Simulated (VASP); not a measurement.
Wanted: the native input for a VASP 6.6.1 run.

| Quantity | Value |
| --- | --- |
| Task | single point |
| Functional | PBE |
| Potentials or basis | VASP PAW PBE potentials, release 64 (Rh_pv) |
| Cutoff | 500 eV |
| k mesh | 30 × 30 × 30 |
| Occupations | gaussian, width 0.1 eV |
| Spin | no spin polarisation |
| Dipole correction | no |
| Further INCAR settings | ALGO = Normal; EDIFF = 1e-06; NBANDS = 14 |

The structure of Rh lies in POSCAR:

```
Rh
1.0
    0.0000000000      1.8978500000      1.8978500000
    1.8978500000      0.0000000000      1.8978500000
    1.8978500000      1.8978500000      0.0000000000
Rh
1
Direct
    0.0000000000      0.0000000000      0.0000000000
```

One way to write it, as run:

INCAR

```
SYSTEM = Rh
ALGO = Normal ; EDIFF = 1E-6
ENCUT = 500 ; GGA = PE
GGA_COMPAT = .FALSE. ; ISIF = 2
ISMEAR = 0 ; LASPH = .TRUE.
LCHARG = .FALSE. ; LREAL = .FALSE.
LWAVE = .FALSE. ; NBANDS = 14
NELM = 120 ; PREC = Accurate
SIGMA = 0.1
```

KPOINTS

```
k-points
0
G
  30 30 30
  0 0 0
```

Potentials or basis: VASP PAW PBE potentials, release 64 (Rh_pv).

Command:

```bash
$ cat potpaw_PBE.64/Rh_pv/POTCAR > POTCAR
$ mpirun -np 1 vasp_std > vasp.out
```

Results of the run:

```
Pressure               : 7.5 GPa
Band gap on the k mesh : zero (an odd number of electrons rules out a gap without spin polarisation)
```

Caveat: the cell stands under pressure.

Run time: 37 s on 1 thread of Intel(R) Xeon(R) 6975P-C (Granite Rapids), with other jobs on the host, peak memory 0.23 GiB.
